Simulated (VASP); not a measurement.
# BaTiO3 (Pm-3m) in VASP: electric field gradients with PBE

Aim: the electric field gradients of BaTiO3 with PBE.

All numbers are computed with VASP 6.6.1; they aren't measurements. Logs are shortened: lines on timing, memory, paths and dates and some standing lists are left out, and cuts for length are marked.

## Step 1: The cell of the first run

It takes space group Pm-3m (No. 221, cubic). The conventional cell has a = 4.006 Å, b = 4.006 Å, c = 4.006 Å, α = 90.00°, β = 90.00°, γ = 90.00°. Ba (site symmetry m-3m) has 12 O at 2.83 Å and 8 Ti at 3.47 Å within 3.7 Å. Within 2.7 Å of Ti (site symmetry m-3m) lie 6 O at 2.00 Å. O (site symmetry 4/mmm) has 2 Ti at 2.00 Å within 2.7 Å.

## Step 2: Electric field gradients, PBE, non-collinear spin, zero start, spin-orbit coupling

File INCAR:

```
SYSTEM = BaTiO3
ALGO = Normal
EDIFF = 1E-8
ENCUT = 520
GGA = PE
GGA_COMPAT = .False.
ISIF = 2
ISMEAR = -1
LASPH = .True.
LCHARG = .False.
LEFG = .True.
LMAXMIX = 4
LNONCOLLINEAR = .True.
LORBIT = 11
LORBMOM = .True.
LREAL = .False.
LSORBIT = .True.
LWAVE = .False.
MAGMOM = 0 0 0 0 0 0 0 0 0 0 0 0 0 0 0
NBANDS = 55
NELM = 150
PREC = Accurate
SIGMA = 0.02
```

File KPOINTS:

```
k-points
0
Gamma
  8 8 8
  0 0 0
```

File POSCAR:

```
BaTiO3
1.0
    4.0060000000      0.0000000000      0.0000000000
    0.0000000000      4.0060000000      0.0000000000
    0.0000000000      0.0000000000      4.0060000000
Ba Ti O
1 1 3
Direct
    0.5000000000      0.5000000000      0.5000000000
    0.0000000000      0.0000000000      0.0000000000
    0.5000000000      0.0000000000      0.0000000000
    0.0000000000      0.5000000000      0.0000000000
    0.0000000000      0.0000000000      0.5000000000
```

Potentials or basis: VASP PAW PBE potentials, release 64 (Ba_sv, Ti_sv, O).

Run with:

```bash
cat potpaw_PBE.64/Ba_sv/POTCAR potpaw_PBE.64/Ti_sv/POTCAR potpaw_PBE.64/O/POTCAR > POTCAR
mpirun -np 1 vasp_ncl > vasp.out
```

OUTCAR:

```text
SYSTEM = BaTiO3
   EDIFF = 1E-8
   ENCUT = 520
   GGA = PE
   ISIF = 2
   ISMEAR = -1
   LASPH = .True.
   LNONCOLLINEAR = .True.
   LORBIT = 11
   LREAL = .False.
   LSORBIT = .True.
   NELM = 150
   PREC = Accurate

 ion  position               nearest neighbor table
   1  0.500  0.500  0.500-   3 2.83   4 2.83   5 2.83   3 2.83   4 2.83   3 2.83   5 2.83   3 2.83
                             4 2.83   5 2.83   4 2.83   5 2.83   2 3.47   2 3.47   2 3.47   2 3.47
   2  0.000  0.000  0.000-   3 2.00   4 2.00   5 2.00   5 2.00   4 2.00   3 2.00   1 3.47   1 3.47
                             1 3.47   1 3.47   1 3.47   1 3.47   1 3.47   1 3.47
   3  0.500  0.000  0.000-   2 2.00   2 2.00   1 2.83   1 2.83   1 2.83   1 2.83
   4  0.000  0.500  0.000-   2 2.00   2 2.00   1 2.83   1 2.83   1 2.83   1 2.83
   5  0.000  0.000  0.500-   2 2.00   2 2.00   1 2.83   1 2.83   1 2.83   1 2.83

  LATTYP: Found a simple cubic cell.
 ALAT       =     4.0060000000

  Lattice vectors:

 A1 = (   4.0060000000,   0.0000000000,   0.0000000000)
 A2 = (   0.0000000000,   4.0060000000,   0.0000000000)
 A3 = (   0.0000000000,   0.0000000000,   4.0060000000)

Analysis of symmetry for initial positions (statically):
=====================================================================
 Subroutine PRICEL returns:
 Original cell was already a primitive cell.

 Routine SETGRP: Setting up the symmetry group for a
 simple cubic supercell.

 Subroutine GETGRP returns: Found 48 space group operations
 (whereof 48 operations were pure point group operations)
 out of a pool of 48 trial point group operations.

The static configuration has the point symmetry O_h .

Analysis of symmetry for dynamics (positions and initial velocities):
=====================================================================
 Subroutine PRICEL returns:
 Original cell was already a primitive cell.

 Routine SETGRP: Setting up the symmetry group for a
 simple cubic supercell.

 Subroutine GETGRP returns: Found 48 space group operations
 (whereof 48 operations were pure point group operations)
 out of a pool of 48 trial point group operations.

The dynamic configuration has the point symmetry O_h .

Analysis of structural, dynamic, and magnetic symmetry:
=====================================================================
 Subroutine PRICEL returns:
 Original cell was already a primitive cell.

 Routine SETGRP: Setting up the symmetry group for a
 simple cubic supercell.

 Subroutine GETGRP returns: Found 48 space group operations
 (whereof 48 operations were pure point group operations)
 out of a pool of 48 trial point group operations.

The overall configuration has the point symmetry O_h .

 Subroutine INISYM returns: Found 48 space group operations
 (whereof 48 operations are pure point group operations),
 and found     1 'primitive' translations

----------------------------------------------------------------------------------------

                                     Primitive cell

  volume of cell :      64.2884

  direct lattice vectors                    reciprocal lattice vectors
     4.006000000  0.000000000  0.000000000     0.249625562  0.000000000  0.000000000
     0.000000000  4.006000000  0.000000000     0.000000000  0.249625562  0.000000000
     0.000000000  0.000000000  4.006000000     0.000000000  0.000000000  0.249625562

  length of vectors
     4.006000000  4.006000000  4.006000000     0.249625562  0.249625562  0.249625562

  position of ions in fractional coordinates (direct lattice)
     0.500000000  0.500000000  0.500000000
     0.000000000  0.000000000  0.000000000
     0.500000000  0.000000000  0.000000000
     0.000000000  0.500000000  0.000000000
     0.000000000  0.000000000  0.500000000

  ion indices of the primitive-cell ions
   primitive index   ion index
                 1           1
                 2           2
                 3           3
[... 1479 lines left out ...]
      2.00300      0.00000      0.00000         0.000000      0.000000      0.000000
      0.00000      2.00300      0.00000         0.000000      0.000000      0.000000
      0.00000      0.00000      2.00300         0.000000      0.000000      0.000000
 -----------------------------------------------------------------------------------
    total drift:                                0.000000     -0.000000     -0.000000

  FREE ENERGIE OF THE ION-ELECTRON SYSTEM (eV)
  ---------------------------------------------------
  free  energy   TOTEN  =       -40.1677401983 eV

  energy  without entropy=      -40.1677401983  energy(sigma->0) =      -40.16774020

 Electric field gradients (V/A^2)
---------------------------------------------------------------------
 ion       V_xx      V_yy      V_zz      V_xy      V_xz      V_yz
---------------------------------------------------------------------
   1       0.000     0.000     0.000    -0.000     0.000    -0.000
   2       0.000     0.000    -0.000    -0.000     0.000     0.000
   3      25.031   -12.515   -12.515    -0.000     0.000    -0.000
   4     -12.515    25.031   -12.515     0.000     0.000     0.000
   5     -12.515   -12.515    25.031     0.000     0.000     0.000
---------------------------------------------------------------------

 Electric field gradients after diagonalization (V/A^2)
 (convention: |V_zz| > |V_xx| > |V_yy|)
----------------------------------------------------------------------
 ion       V_xx      V_yy      V_zz     asymmetry (V_yy - V_xx)/ V_zz
----------------------------------------------------------------------
   1       0.000     0.000     0.000      -0.636
   2       0.000    -0.000     0.000      -1.237
   3     -12.515   -12.515    25.031       0.000
   4     -12.515   -12.515    25.031       0.000
   5     -12.515   -12.515    25.031       0.000
----------------------------------------------------------------------

           NMR quadrupolar parameters

 Cq : quadrupolar parameter    Cq=e*Q*V_zz/h
 eta: asymmetry parameters     (V_yy - V_xx)/ V_zz
 Q  : nuclear electric quadrupole moment in mb (millibarn)
----------------------------------------------------------------------
 ion       Cq(MHz)       eta       Q (mb)
----------------------------------------------------------------------
   1       0.000      -0.636       1.000
   2       0.000      -1.237       1.000
   3       0.061       0.000       1.000
   4       0.061       0.000       1.000
   5       0.061       0.000       1.000
----------------------------------------------------------------------

 orbital moment (x)

 # of ion     p       d       tot
 ----------------------------------------
  1         0.000   0.000   0.000
  2         0.000   0.000   0.000
  3         0.000   0.000   0.000
  4         0.000   0.000   0.000
  5         0.000   0.000   0.000
 ----------------------------------------
            0.000   0.000   0.000

 orbital moment (y)

 # of ion     p       d       tot
 ----------------------------------------
  1         0.000  -0.000  -0.000
  2         0.000  -0.000  -0.000
  3         0.000   0.000   0.000
  4         0.000   0.000   0.000
  5        -0.000   0.000  -0.000
 ----------------------------------------
            0.000  -0.000  -0.000

 orbital moment (z)

 # of ion     p       d       tot
 ----------------------------------------
  1         0.000   0.000   0.000
  2         0.000   0.000   0.000
  3         0.000   0.000   0.000
  4         0.000   0.000   0.000
  5         0.000   0.000   0.000
 ----------------------------------------
            0.000   0.000   0.000

 Spin-Orbit-Coupling matrix elements

 Ion:    1  E_soc:     -0.3837161
 l=   1
     0.0000000    -0.0637997    -0.0637997
    -0.0637997     0.0000000    -0.0637997
    -0.0637997    -0.0637997     0.0000000
 l=   2
     0.0000000    -0.0000349     0.0000000    -0.0000349    -0.0001181
    -0.0000349     0.0000000    -0.0000886    -0.0000349    -0.0000295
     0.0000000    -0.0000886     0.0000000    -0.0000886     0.0000000
    -0.0000349    -0.0000349    -0.0000886     0.0000000    -0.0000295
    -0.0001181    -0.0000295     0.0000000    -0.0000295     0.0000000
 l=   3
     0.0000000     0.0000000     0.0000000     0.0000000     0.0000000     0.0000000     0.0000000
     0.0000000     0.0000000     0.0000000     0.0000000     0.0000000     0.0000000     0.0000000
     0.0000000     0.0000000     0.0000000     0.0000000     0.0000000     0.0000000     0.0000000
     0.0000000     0.0000000     0.0000000     0.0000000     0.0000000     0.0000000     0.0000000
[... 69 lines left out ...]
 l=   2
     0.0000000     0.0000000     0.0000000     0.0000000     0.0000000
     0.0000000     0.0000000     0.0000000     0.0000000     0.0000000
     0.0000000     0.0000000     0.0000000     0.0000000     0.0000000
     0.0000000     0.0000000     0.0000000     0.0000000     0.0000000
     0.0000000     0.0000000     0.0000000     0.0000000     0.0000000
 l=   3
     0.0000000     0.0000000     0.0000000     0.0000000     0.0000000     0.0000000     0.0000000
     0.0000000     0.0000000     0.0000000     0.0000000     0.0000000     0.0000000     0.0000000
     0.0000000     0.0000000     0.0000000     0.0000000     0.0000000     0.0000000     0.0000000
     0.0000000     0.0000000     0.0000000     0.0000000     0.0000000     0.0000000     0.0000000
     0.0000000     0.0000000     0.0000000     0.0000000     0.0000000     0.0000000     0.0000000
     0.0000000     0.0000000     0.0000000     0.0000000     0.0000000     0.0000000     0.0000000
     0.0000000     0.0000000     0.0000000     0.0000000     0.0000000     0.0000000     0.0000000

 total charge

# of ion       s       p       d       tot
------------------------------------------
    1        2.008   5.651   0.329   7.988
    2        2.209   6.267   1.695  10.171
    3        1.564   3.466   0.000   5.030
    4        1.564   3.466   0.000   5.030
    5        1.564   3.466   0.000   5.030
--------------------------------------------------
tot          8.909  22.318   2.024  33.250

 magnetization (x)

# of ion       s       p       d       tot
------------------------------------------
    1       -0.000  -0.000   0.000   0.000
    2        0.000  -0.000  -0.000  -0.000
    3       -0.000   0.000   0.000  -0.000
    4       -0.000  -0.000   0.000  -0.000
    5        0.000   0.000   0.000   0.000
--------------------------------------------------
tot          0.000  -0.000  -0.000  -0.000

 magnetization (y)

# of ion       s       p       d       tot
------------------------------------------
    1        0.000   0.000   0.000   0.000
    2        0.000  -0.000  -0.000  -0.000
    3       -0.000   0.000   0.000   0.000
    4        0.000   0.000   0.000   0.000
    5       -0.000   0.000   0.000   0.000
--------------------------------------------------
tot          0.000   0.000  -0.000  -0.000

 magnetization (z)

# of ion       s       p       d       tot
------------------------------------------
    1        0.000  -0.000   0.000   0.000
    2       -0.000   0.000  -0.000  -0.000
    3       -0.000  -0.000   0.000  -0.000
    4       -0.000   0.000   0.000   0.000
    5       -0.000   0.000   0.000  -0.000
--------------------------------------------------
tot         -0.000  -0.000  -0.000  -0.000
```

Wall time 4.4 min (1 thread of Intel Xeon Platinum 8488C (Sapphire Rapids), shared host); peak memory 0.4 GiB.

What came out:

```yaml
Free_energy: -40.1677 eV
Pressure: 3.4 GPa
Net_moment: 0.00 μB per cell
Largest_electric_field_gradient_by_atom: Ba +0.0; Ti +0.0; O +25.0 V/Å²
Valence_electrons_inside_the_program's_atomic_spheres: Ba 7.99; Ti 10.17; O 5.03
```

Moments on the atoms (μB; x, y, z):
```
Ba  0.00 0.00 0.00
Ti  0.00 0.00 0.00
O   0.00 0.00 0.00
O   0.00 0.00 0.00
O   0.00 0.00 0.00
```

Electric field gradients, principal values (V/Å²):
| atom | least | middle | greatest (by size) |
| --- | --- | --- | --- |
| 1 Ba | 0.000 | 0.000 | 0.000 |
| 2 Ti | 0.000 | 0.000 | 0.000 |
| 3 O | -12.515 | -12.515 | 25.031 |
| 4 O | -12.515 | -12.515 | 25.031 |
| 5 O | -12.515 | -12.515 | 25.031 |

Caveat: the cell stands under pressure; without QUAD_EFG the Cq values of the log hold for a quadrupole moment of 1 mb, not for the nuclei.
